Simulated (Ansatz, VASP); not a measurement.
**Pb in VASP and in Ansatz**

```
Pb
1.0
     0.00000    2.49777    2.49777
     2.49777    0.00000    2.49777
     2.49777    2.49777    0.00000
Pb
1
Direct
  0.00000 0.00000 0.00000
```

Alike in both runs: functional r2SCAN; k mesh 14 × 14 × 14; occupations gaussian, width 0.1 eV; no spin polarisation.

Ansatz relaxed the structure, and its values are those at the end. VASP's run is a single point on that final structure, the one shown.

```csv
,VASP,Ansatz
version,VASP 6.6.1,Ansatz 0.2.0
potentials or method,"VASP PAW PBE potentials, release 64 (Pb_d), cutoff 520 eV","scalar-relativistic, plane waves, PAW"
valence electrons in the cell,14,14
```

```tsv
	VASP	Ansatz	Ansatz less VASP
gap on the k mesh at the Fermi level (eV)	none	none	-
pressure (GPa)	0.0	0.0	+0.01
```

VASP's potentials were made for PBE, not for r2SCAN. A gap of «none» marks a metal or a gap that the smearing closes. The functional is the same, so the differences come from potentials, cutoffs and numerics.

Neither program's run includes spin-orbit coupling.
